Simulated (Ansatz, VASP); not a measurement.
# TiC: VASP beside Ansatz

File INCAR:

```
SYSTEM = TiC
PREC     = Accurate       ! precision mode
ENCUT    = 520            ! plane-wave cutoff, eV
EDIFF    = 1E-6           ! SCF threshold, eV
ISMEAR   = 0              ! smearing method
SIGMA    = 0.15           ! smearing width, eV
LREAL    = .FALSE.        ! projectors in reciprocal space
LASPH    = .TRUE.         ! aspherical terms in the spheres
NELM     = 100            ! most SCF steps
ALGO     = Normal         ! electronic algorithm
ISIF     = 2              ! what is computed and relaxed
LWAVE    = .FALSE.        ! write WAVECAR
LCHARG   = .FALSE.        ! write CHGCAR
GGA      = PS             ! functional
NBANDS   = 15             ! bands
```

KPOINTS

```
regular mesh
0
G
  18 18 18
  0 0 0
```

File POSCAR:

```
TiC
1.0
    0.0000000000      2.0990800000      2.1964600000
    2.0990800000      0.0000000000      2.1964600000
    2.0990800000      2.0990800000      0.0000000000
Ti C
1 1
Direct
    0.0000000000      0.0000000000      0.0000000000
    0.5000000000      0.5000000000      0.5000000000
```

Input for Ansatz:

```yaml
crystal:
  lattice:
    - [0.0, 2.09908, 2.19646]
    - [2.09908, 0.0, 2.19646]
    - [2.09908, 2.09908, 0.0]
  atoms:
    - { symbol: Ti, position: [0.0, 0.0, 0.0] }
    - { symbol: C, position: [0.5, 0.5, 0.5] }
basis:
  ecutwfc: 420
kpoints:
  mp_grid: { grid: [18, 18, 18] }
hamiltonian:
  xc: pbesol
scf:
  occupations: { method: gaussian, width: 0.15 }
output:
  forces: true
  stress: true
  eigenvalues: true
```

Change from the starting cell: strain -0.030 along x and y, +0.015 along z, atoms carried along.

Alike in both runs: task single point; functional PBEsol; k mesh 18 × 18 × 18; occupations gaussian, width 0.15 eV; no spin polarisation.

|  | VASP | Ansatz |
| --- | --- | --- |
| version | VASP 6.6.1 | Ansatz 0.2.0 |
| potentials or method | VASP PAW PBE potentials, release 64 (Ti_sv, C), cutoff 520 eV | scalar-relativistic, plane waves, PAW |
| valence electrons in the cell | 16 | 16 |

VASP gave:

```
gap on the k mesh at the Fermi level (eV)                     : none
pressure (GPa)                                                : 7.3
traceless stress, the component that is largest in VASP (GPa) : -13.55
```

**Question.** Estimate Ansatz's values.

**Answer.** gap on the k mesh at the Fermi level (eV): none; pressure (GPa): 7.2; traceless stress, the component that is largest in VASP (GPa): -13.52.

VASP's potentials were made for PBE, not for PBEsol. A gap of «none» marks a metal or a gap that the smearing closes.
